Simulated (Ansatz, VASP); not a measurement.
# CdS: VASP beside Ansatz

```xyz
2
Lattice="0.0000 2.9119 2.9119 2.9119 0.0000 2.9119 2.9119 2.9119 0.0000" Properties=species:S:1:pos:R:3 pbc="T T T"
Cd    0.0000    0.0000    0.0000
S     1.4560    1.4560    1.4560
```

Alike in both runs: functional PBEsol; k mesh 8 × 8 × 8; occupations gaussian, width 0.02 eV; no spin polarisation.

Ansatz relaxed the structure, and its values are those at the end. VASP's run is a single point on that final structure, the one shown.

```csv
,VASP,Ansatz
version,VASP 6.6.1,Ansatz 0.2.0
potentials or method,"VASP PAW PBE potentials, release 64 (Cd, S), cutoff 500 eV","scalar-relativistic, plane waves, PAW"
valence electrons in the cell,18,26
```

```tsv
	VASP	Ansatz	Ansatz less VASP
gap on the k mesh at the Fermi level (eV)	1.02	1.01	-0.005
least direct gap on the mesh (eV)	1.02	1.01	-0.005
pressure (GPa)	0.4	0.0	-0.39
```

VASP's potentials were made for PBE, not for PBEsol. VASP's potentials hold 18 valence electrons a cell and Ansatz's 26, so a difference there can come from the potentials and not from the codes.
